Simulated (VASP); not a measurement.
# BN (F-43m) in VASP: notebook

Runs on BN. Level: PBE. Tasks: relaxation of cell and atoms.

Program: VASP 6.6.1. These are calculated values, not measurements. Logs are shortened: lines on timing, memory, paths and dates and some standing lists are left out, and cuts for length are marked.

## (1) The cell of the first run

It takes space group F-43m (No. 216, cubic). The conventional cell has a = 3.490 Å, b = 3.490 Å, c = 3.490 Å, α = 90.00°, β = 90.00°, γ = 90.00°. Within 2.0 Å of B (site symmetry -43m) lie 4 N at 1.51 Å. Within 2.0 Å of N (site symmetry -43m) lie 4 B at 1.51 Å.

## (2) Relaxation of cell and atoms, PBE, target pressure 51.9 GPa, at which the enthalpy is minimised

INCAR

```
  PREC = Accurate
  ENCUT = 600
  EDIFF = 1E-7
  ISMEAR = 0
  SIGMA = 0.01
  LREAL = F
  LASPH = T
  NELM = 120
  ALGO = Normal
  ISIF = 3
  LWAVE = F
  LCHARG = F
  GGA = PE
  IBRION = 2
  NSW = 80
  EDIFFG = -0.002
  PSTRESS = 519.0
  GGA_COMPAT = F
  NELMIN = 4
```

KPOINTS

```
Automatic mesh
0
Gamma
  12 12 12
```

POSCAR

```
BN
1.0
    0.0000000000      1.7450556645      1.7450556645
    1.7450556645      0.0000000000      1.7450556645
    1.7450556645      1.7450556645      0.0000000000
B N
1 1
Direct
    0.0000000000      0.0000000000      0.0000000000
    0.2500000000      0.2500000000      0.2500000000
```

Potentials or basis: VASP PAW PBE potentials, release 64 (B, N).

The run is started by

```sh
> cat potpaw_PBE.64/B/POTCAR potpaw_PBE.64/N/POTCAR > POTCAR
> mpirun -np 1 vasp_std > vasp.out
```

OUTCAR:

```text
PREC = Accurate
   ENCUT = 600
   EDIFF = 1E-7
   ISMEAR = 0
   LREAL = F
   LASPH = T
   NELM = 120
   ISIF = 3
   GGA = PE
   IBRION = 2
   NSW = 80
   EDIFFG = -0.002
   PSTRESS = 519.0
   NELMIN = 4

 ion  position               nearest neighbor table
   1  0.000  0.000  0.000-   2 1.51   2 1.51   2 1.51   2 1.51
   2  0.250  0.250  0.250-   1 1.51   1 1.51   1 1.51   1 1.51

  LATTYP: Found a face centered cubic cell.
 ALAT       =     3.4901113290

  Lattice vectors:

 A1 = (   0.0000000000,   1.7450556645,   1.7450556645)
 A2 = (   1.7450556645,   0.0000000000,   1.7450556645)
 A3 = (   1.7450556645,   1.7450556645,   0.0000000000)

Analysis of symmetry for initial positions (statically):
=====================================================================
 Subroutine PRICEL returns:
 Original cell was already a primitive cell.

 Routine SETGRP: Setting up the symmetry group for a
 face centered cubic supercell.

 Subroutine GETGRP returns: Found 24 space group operations
 (whereof 24 operations were pure point group operations)
 out of a pool of 48 trial point group operations.

The static configuration has the point symmetry T_d .

Analysis of symmetry for dynamics (positions and initial velocities):
=====================================================================
 Subroutine PRICEL returns:
 Original cell was already a primitive cell.

 Routine SETGRP: Setting up the symmetry group for a
 face centered cubic supercell.

 Subroutine GETGRP returns: Found 24 space group operations
 (whereof 24 operations were pure point group operations)
 out of a pool of 48 trial point group operations.

The dynamic configuration has the point symmetry T_d .

 Subroutine INISYM returns: Found 24 space group operations
 (whereof 24 operations are pure point group operations),
 and found     1 'primitive' translations

----------------------------------------------------------------------------------------

                                     Primitive cell

  volume of cell :      10.6282

  direct lattice vectors                    reciprocal lattice vectors
     0.000000000  1.745055664  1.745055664    -0.286523811  0.286523811  0.286523811
     1.745055664  0.000000000  1.745055664     0.286523811 -0.286523811  0.286523811
     1.745055664  1.745055664  0.000000000     0.286523811  0.286523811 -0.286523811

  length of vectors
     2.467881388  2.467881388  2.467881388     0.496273799  0.496273799  0.496273799

  position of ions in fractional coordinates (direct lattice)
     0.000000000  0.000000000  0.000000000
     0.250000000  0.250000000  0.250000000

  ion indices of the primitive-cell ions
   primitive index   ion index
                 1           1
                 2           2

----------------------------------------------------------------------------------------

 KPOINTS: Automatic mesh

Automatic generation of k-mesh.
 Grid dimensions read from file:
 generate k-points for:   12   12   12

 Generating k-lattice:

  Cartesian coordinates                     Fractional coordinates (reciprocal lattice)
    -0.023876984  0.023876984  0.023876984     0.083333333  0.000000000  0.000000000
     0.023876984 -0.023876984  0.023876984     0.000000000  0.083333333  0.000000000
     0.023876984  0.023876984 -0.023876984     0.000000000  0.000000000  0.083333333

  Length of vectors
     0.041356150  0.041356150  0.041356150

  Shift w.r.t. Gamma in fractional coordinates (k-lattice)
     0.000000000  0.000000000  0.000000000

 Subroutine IBZKPT returns following result:
 ===========================================

 Found     72 irreducible k-points:

 Following reciprocal coordinates:
            Coordinates               Weight
  0.000000  0.000000  0.000000      1.000000
  0.083333  0.000000  0.000000      8.000000
  0.166667  0.000000  0.000000      8.000000
  0.250000  0.000000  0.000000      8.000000
  0.333333  0.000000  0.000000      8.000000
  0.416667  0.000000  0.000000      8.000000
[... 16 lines left out ...]
  0.500000  0.166667  0.000000     24.000000
 -0.416667  0.166667  0.000000     24.000000
 [... further k-points ...]
   k-points           NKPTS =     72   k-points in BZ     NKDIM =     72   number of bands    NBANDS=      8
   number of dos      NEDOS =    301   number of ions     NIONS =      2
   total plane-waves  NPLWV =   8000
   dimension x,y,z NGX =    20 NGY =   20 NGZ =   20
   dimension x,y,z NGXF=    40 NGYF=   40 NGZF=   40
   ions per type =               1   1
   NGX,Y,Z   is equivalent  to a cutoff of  13.47, 13.47, 13.47 a.u.
   NGXF,Y,Z  is equivalent  to a cutoff of  26.95, 26.95, 26.95 a.u.
 SYSTEM =  unknown system
   PREC   = accura    normal or accurate (medium, high low for compatibility)
   ISTART =      0    job   : 0-new  1-cont  2-samecut
   ICHARG =      2    charge: 1-file 2-atom 10-const
   ISPIN  =      1    spin polarized calculation?
   LNONCOLLINEAR =      F non collinear calculations
   LSORBIT =      F    spin-orbit coupling
   LASPH  =      T    aspherical Exc in radial PAW
   ENCUT  =  600.0 eV  44.10 Ry    6.64 a.u.   4.93  4.93  4.93*2*pi/ulx,y,z
   NELM   =    120;   NELMIN=  4; NELMDL= -5     # of ELM steps
   EDIFF  = 0.1E-06   stopping-criterion for ELM
   LREAL  =      F    real-space projection
   EDIFFG = -.2E-02   stopping-criterion for IOM
   NSW    =     80    number of steps for IOM
   IBRION =      2    ionic relax: 0-MD 1-quasi-New 2-CG
   NFREE  =      1    steps in history (QN), initial steepest desc. (CG)
   ISIF   =      3    stress and relaxation
   ISYM   =      2    0-nonsym 1-usesym 2-fastsym
   POTIM  = 0.5000    time-step for ionic-motion
   TEBEG  =    0.0;   TEEND  =   0.0 temperature during run
   PSTRESS=  519.0 pullay stress
   NELECT =       8.0000    total number of electrons
   NUPDOWN=      -1.0000    fix difference up-down
   EMIN   =  10.00;   EMAX   =-10.00  energy-range for DOS
   EFERMI =   0.00;   METHOD = LEGACY
   ISMEAR =     0;   SIGMA  =   0.01  broadening in eV -4-tet -1-fermi 0-gaus
   EFERMI_NEDOS =   21; number of points for ismear=-14 and -15
   IALGO  =     38    algorithm
   IMIX   =      4    mixing-type and parameters
     AMIX     =   0.40;   BMIX     =  1.00
     AMIX_MAG =   1.60;   BMIX_MAG =  1.00
  volume/ion in A,a.u.               =       5.31        35.86
  Fermi-wavevector in a.u.,A,eV,Ry     =   1.489197  2.814175 30.173753  2.217708
  Thomas-Fermi vector in A             =   2.602136
   LORBIT       =      0    0 simple, 1 ext, 2 COOP (PROOUT), +10 PAW based schemes
   GGA     = PE    functional components
   LHFCALC =     F    Hartree Fock is set to
   AEXX    =    0.0000 exact exchange contribution
   IVDW    =     0    specifies the selected vdW correction
   LEPSILON=     F    determine dielectric tensor
   LRPA    =     F    only Hartree local field effects (RPA)
 conjugate gradient relaxation of ions
 non-spin polarized calculation
 Gauss-broadening in eV      SIGMA  =   0.01
  energy-cutoff  :      600.00
  volume of cell :       10.63
 maximum number of plane-waves:       366
   NGX =  9   NGY =  9   NGZ =  9

--------------------------------------- Ionic step        1  -------------------------------------------

 number of electron       8.0000001 magnetization

 Free energy of the ion-electron system (eV)
  ---------------------------------------------------
  ext. energy  EPLUGINS =         0.00000000
  ---------------------------------------------------
  free energy    TOTEN  =       -17.25989381 eV

  energy without entropy =      -17.25989381  energy(sigma->0) =      -17.25989381

------------------------ aborting loop because EDIFF is reached ----------------------------------------

  FORCE on cell =-STRESS in cart. coord.  units (eV):
  Direction    XX          YY          ZZ          XY          YZ          ZX
  --------------------------------------------------------------------------------------
  -------------------------------------------------------------------------------------
  Total        3.4624890      3.4624890      3.4624890     -0.0000000      0.0000000     -0.0000000
  in kB      521.9646945    521.9646945    521.9646945     -0.0000000      0.0000000     -0.0000000
  external PRESSURE =       2.9646945 kB  Pullay stress =     519.0000000 kB

 VOLUME and BASIS-vectors are now :
 -----------------------------------------------------------------------------
  energy-cutoff  :      600.00
  volume of cell :       10.63
      direct lattice vectors                 reciprocal lattice vectors
     0.000000000  1.745055664  1.745055664    -0.286523811  0.286523811  0.286523811
     1.745055664  0.000000000  1.745055664     0.286523811 -0.286523811  0.286523811
     1.745055664  1.745055664  0.000000000     0.286523811  0.286523811 -0.286523811
[... 46 lines left out ...]
  FREE ENERGIE OF THE ION-ELECTRON SYSTEM (eV)
  ---------------------------------------------------
  free  energy   TOTEN  =       -17.2647860685 eV

  energy  without entropy=      -17.2647860685  energy(sigma->0) =      -17.26478607

  enthalpy is  TOTEN    =       -13.8170616579 eV   P V=        3.4477244106

--------------------------------------- Ionic step        3  -------------------------------------------

 number of electron       8.0000001 magnetization

 Free energy of the ion-electron system (eV)
  ---------------------------------------------------
  ext. energy  EPLUGINS =         0.00000000
  ---------------------------------------------------
  free energy    TOTEN  =       -17.26169215 eV

  energy without entropy =      -17.26169215  energy(sigma->0) =      -17.26169215

 E-fermi :   8.8722     XC(G=0): -13.3481

 val. band max:        8.7522490955   @ k =   0.0000   0.0000   0.0000
 cond. band min:      13.3153295708   @ k =   0.5000   0.5000   0.0000
 fundamental gap:      4.5630804753
 Fermi energy:         8.8722070621

 k-point     1 :       0.0000    0.0000    0.0000
  band No.  band energies     occupation
      1     -12.7232      2.00000
      2       8.7522      2.00000
      3       8.7522      2.00000
      4       8.7522      2.00000
      5      18.0730      0.00000
      6      18.0730      0.00000
      7      18.0730      0.00000
      8      20.8636      0.00000

 k-point     2 :       0.0833    0.0000    0.0000
  band No.  band energies     occupation
      1     -12.5396      2.00000
      2       7.7711      2.00000
      3       8.5492      2.00000
      4       8.5492      2.00000
      5      18.3814      0.00000
      6      18.3814      0.00000
      7      18.4176      0.00000
      8      21.3609      0.00000
[... 221 lines left out ...]
 k-point    23 :       0.5000    0.1667    0.0000
  band No.  band energies     occupation
      1      -7.8174      2.00000
      2      -1.8700      2.00000
      3       4.7107      2.00000
      4       5.5459      2.00000
      5      18.1018      0.00000
      6      22.2367      0.00000
      7      22.4317      0.00000
      8      25.1251      0.00000

 k-point    24 :      -0.4167    0.1667    0.0000
  band No.  band energies     occupation
      1      -7.5916      2.00000
      2      -2.1882      2.00000
      3       4.2624      2.00000
      4       5.8991      2.00000
      5      18.5720      0.00000
      6      21.7927      0.00000
      7      22.3234      0.00000
      8      25.8502      0.00000

 [... further k-points ...]

------------------------ aborting loop because EDIFF is reached ----------------------------------------

  FORCE on cell =-STRESS in cart. coord.  units (eV):
  Direction    XX          YY          ZZ          XY          YZ          ZX
  --------------------------------------------------------------------------------------
  -------------------------------------------------------------------------------------
  Total        3.4449854      3.4449854      3.4449854      0.0000000      0.0000000      0.0000000
  in kB      519.0556893    519.0556893    519.0556893      0.0000000      0.0000000      0.0000000
  external PRESSURE =       0.0556893 kB  Pullay stress =     519.0000000 kB

 VOLUME and BASIS-vectors are now :
 -----------------------------------------------------------------------------
  energy-cutoff  :      600.00
  volume of cell :       10.63
      direct lattice vectors                 reciprocal lattice vectors
    -0.000000000  1.745358608  1.745358608    -0.286474079  0.286474079  0.286474079
     1.745358608  0.000000000  1.745358608     0.286474079 -0.286474079  0.286474079
     1.745358608  1.745358608  0.000000000     0.286474079  0.286474079 -0.286474079

 POSITION                                       TOTAL-FORCE (eV/Angst)
 -----------------------------------------------------------------------------------
      0.00000      0.00000      0.00000         0.000000      0.000000      0.000000
      0.87268      0.87268      0.87268        -0.000000     -0.000000     -0.000000
 -----------------------------------------------------------------------------------
    total drift:                                0.000000      0.000000      0.000000

  FREE ENERGIE OF THE ION-ELECTRON SYSTEM (eV)
  ---------------------------------------------------
  free  energy   TOTEN  =       -17.2616921525 eV

  energy  without entropy=      -17.2616921525  energy(sigma->0) =      -17.26169215

  enthalpy is  TOTEN    =       -13.8170763619 eV   P V=        3.4446157905

 reached required accuracy - stopping structural energy minimisation
```

It took 6 s on 1 thread of Intel Xeon 6975P-C (Granite Rapids), shared host; peak memory 0.12 GiB.

What came out:

* Free energy: -17.2617 eV
* Relaxed volume: 5.32 Å³/atom
* Relaxed cell: a = 2.468 Å, b = 2.468 Å, c = 2.468 Å, α = 60.00°, β = 60.00°, γ = 60.00°
* Space group after relaxing (to 0.1 Å): F-43m (No. 216)
* Energy change on relaxing (the run minimises the enthalpy): -0.9 meV/atom
* Ionic steps: 3
* Pressure after relaxing: 51.9 GPa
* Band gap on the k mesh: 4.56 eV (least direct gap 9.32 eV)

Step by step:
```
step  energy change (eV)  largest force (eV/Å)  pressure (GPa)  volume (Å³)
   1              0.0000                0.0000           52.20        10.63
   2             -0.0049                0.0000           51.41        10.64
   3             -0.0018                0.0000           51.91        10.63
```

Final structure:
```cif
data_structure
_symmetry_space_group_name_H-M 'P 1'
_symmetry_Int_Tables_number 1
_cell_length_a 2.4683
_cell_length_b 2.4683
_cell_length_c 2.4683
_cell_angle_alpha 60.000
_cell_angle_beta 60.000
_cell_angle_gamma 60.000
_cell_volume 10.63
loop_
_atom_site_label
_atom_site_type_symbol
_atom_site_fract_x
_atom_site_fract_y
_atom_site_fract_z
_atom_site_occupancy
B1 B 0.00000 0.00000 0.00000 1
N1 N 0.25000 0.25000 0.25000 1
```

Caveat: the cell is relaxed towards a set pressure, so the run minimises the enthalpy, not the energy. A k mesh can miss the band edges.

[end of part 1 of 2]
